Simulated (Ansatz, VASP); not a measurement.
ReP: VASP beside Ansatz

```
Re P
1.0
     0.00000    2.64709    2.64709
     2.64709    0.00000    2.64709
     2.64709    2.64709    0.00000
Re P
1 1
Direct
  0.00000 0.00000 0.00000
  0.25000 0.25000 0.25000
```

Alike in both runs: task single point; functional PBEsol; k mesh 12 × 12 × 12; occupations gaussian, width 0.05 eV; no spin polarisation.

|  | VASP | Ansatz |
| --- | --- | --- |
| version | VASP 6.6.1 | Ansatz 0.2.0 |
| potentials or method | VASP PAW PBE potentials, release 64 (Re_sv_GW, P), cutoff 560 eV | scalar-relativistic, plane waves, PAW |
| valence electrons in the cell | 20 | 20 |

```tsv
	VASP	Ansatz	Ansatz less VASP
gap on the k mesh at the Fermi level (eV)	none	none	-
pressure (GPa)	-4.0	-3.4	+0.60
```

VASP's potentials were made for PBE, not for PBEsol. A gap of «none» marks a metal or a gap that the smearing closes. The functional is the same, so the differences come from potentials, cutoffs and numerics.

Spin-orbit coupling is off throughout.
